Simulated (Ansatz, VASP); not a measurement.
**BiTe3O2 in VASP and in Ansatz**

The input INCAR:

```
SYSTEM = BiTe3O2
PREC = Accurate
ENCUT = 520
EDIFF = 1E-7
ISMEAR = 0
SIGMA = 0.1
LREAL = .FALSE.
LASPH = .TRUE.
NELM = 80
ALGO = Normal
ISIF = 2
LWAVE = .FALSE.
LCHARG = .TRUE.
GGA = PE
LELF = .TRUE.
LVHAR = .TRUE.
NBANDS = 32
```

KPOINTS

```
Automatic mesh
0
G
  6 6 2
  0 0 0
```

POSCAR

```
BiTe3O2
1.0
    4.1317066200      0.0000000000      0.0000000000
   -2.0658533100      3.5781629000      0.0000000000
    0.0000000000      0.0000000000     10.1238283600
Bi Te O
1 3 2
Direct
    0.0000000000      0.0000000000      0.0000000000
    0.3333333300      0.6666666700      0.1732381300
    0.6666666700      0.3333333300      0.8267618700
    0.0000000000      0.0000000000      0.5000000000
    0.3333333300      0.6666666700      0.6638077500
    0.6666666700      0.3333333300      0.3361922500
```

Input for Ansatz:

```yaml
crystal:
  lattice:
    - [4.13170662, 0.0, 0.0]
    - [-2.06585331, 3.5781629, 0.0]
    - [0.0, 0.0, 10.12382836]
  atoms:
    - { symbol: Bi, position: [0.0, 0.0, 0.0] }
    - { symbol: Te, position: [0.33333333, 0.66666667, 0.17323813] }
    - { symbol: Te, position: [0.66666667, 0.33333333, 0.82676187] }
    - { symbol: Te, position: [0.0, 0.0, 0.5] }
    - { symbol: O, position: [0.33333333, 0.66666667, 0.66380775] }
    - { symbol: O, position: [0.66666667, 0.33333333, 0.33619225] }
basis:
  ecutwfc: 420
kpoints:
  mp_grid: { grid: [6, 6, 2] }
hamiltonian:
  xc: pbe
scf:
  occupations: { method: gaussian, width: 0.1 }
  lower_state_search: "off"
output:
  forces: true
  stress: true
  eigenvalues: true
```

Change from the starting cell: species swapped into the Sn2PbSe3 type (P-3m1, No. 164).

Alike in both runs: task single point; functional PBE; k mesh 6 × 6 × 2; occupations gaussian, width 0.1 eV; no spin polarisation.

|  | VASP | Ansatz |
| --- | --- | --- |
| version | VASP 6.6.1 | Ansatz 0.2.0 |
| potentials or method | VASP PAW PBE potentials, release 64 (Bi_d, Te, O), cutoff 520 eV | scalar-relativistic, plane waves, PAW |
| valence electrons in the cell | 45 | 75 |

VASP gave:

- gap on the k mesh at the Fermi level (eV): none
- pressure (GPa): -2.6
- traceless stress, the component that is largest in VASP (GPa): 0.42
- rms of the force components (eV/Å): 0.743

Q: Estimate Ansatz's values.

A: gap on the k mesh at the Fermi level (eV): none; pressure (GPa): -2.5; traceless stress, the component that is largest in VASP (GPa): 0.42; rms of the force components (eV/Å): 0.738.

Atom by atom the forces differ by 0.008 eV/Å (rms over components). A gap of «none» marks a metal or a gap that the smearing closes. With one functional, cell and mesh, what is left measures potentials, basis and numerics. VASP's potentials hold 45 valence electrons a cell and Ansatz's 75, so a difference there can come from the potentials and not from the codes.

Neither program's run includes spin-orbit coupling.
